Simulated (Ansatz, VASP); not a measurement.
One calculation of GaN, two programs

Contents of INCAR:

```
SYSTEM = GaN
  ALGO = Normal
  EDIFF = 1E-6
  ENCUT = 520
  GGA = PS
  ISIF = 2
  ISMEAR = 0
  LASPH = .True.
  LCHARG = .True.
  LELF = .True.
  LREAL = .False.
  LVHAR = .True.
  LWAVE = .False.
  NBANDS = 26
  NELM = 80
  PREC = Accurate
  SIGMA = 0.01
```

KPOINTS

```
k-points
0
Gamma
  12 12 6
  0 0 0
```

POSCAR

```
GaN
1.0
    3.1828215508      0.0000000000      0.0000000000
   -1.5914107754      2.7564043187      0.0000000000
    0.0000000000      0.0000000000      5.1856744261
Ga N
2 2
Direct
    0.3333333333      0.6666666667      0.0001943559
    0.6666666667      0.3333333333      0.5001943559
    0.3333333333      0.6666666667      0.3768056441
    0.6666666667      0.3333333333      0.8768056441
```

Input for Ansatz:

```yaml
crystal:
  lattice:
    - [3.1828215508, 0.0, 0.0]
    - [-1.5914107754, 2.7564043187, 0.0]
    - [0.0, 0.0, 5.1856744261]
  atoms:
    - { symbol: Ga, position: [0.3333333333, 0.6666666667, 0.0001943559] }
    - { symbol: Ga, position: [0.6666666667, 0.3333333333, 0.5001943559] }
    - { symbol: "N", position: [0.3333333333, 0.6666666667, 0.3768056441] }
    - { symbol: "N", position: [0.6666666667, 0.3333333333, 0.8768056441] }
basis:
  ecutwfc: 420
  xc_grid: 2
kpoints:
  mp_grid: { grid: [12, 12, 6] }
hamiltonian:
  xc: pbesol
  pseudopotentials: { kind: paw, azcp: { folder: soft_1 } }
scf:
  occupations: { method: fixed }
output:
  forces: true
  stress: true
  eigenvalues: true
  polarization: {}
```

Change from the starting cell: polar distortion scaled by 1.00.

Alike in both runs: task single point; functional PBEsol; k mesh 12 × 12 × 6; no spin polarisation.

```csv
,VASP,Ansatz
version,VASP 6.6.1,Ansatz 0.2.0
potentials or method,"VASP PAW PBE potentials, release 64 (Ga_d, N), cutoff 520 eV","scalar-relativistic, plane waves, PAW"
occupations,"gaussian, width 0.01 eV",fixed
valence electrons in the cell,36,36
```

Ansatz gave:

```
gap on the k mesh at the Fermi level (eV) : 1.88
least direct gap on the mesh (eV)         : 1.88
pressure (GPa)                            : 0.0
```

Q: What did VASP give for the same quantities?

A: gap on the k mesh at the Fermi level (eV): 1.89; least direct gap on the mesh (eV): 1.89; pressure (GPa): -0.2.

VASP's potentials were made for PBE, not for PBEsol, and Ansatz warns of the same on its side.
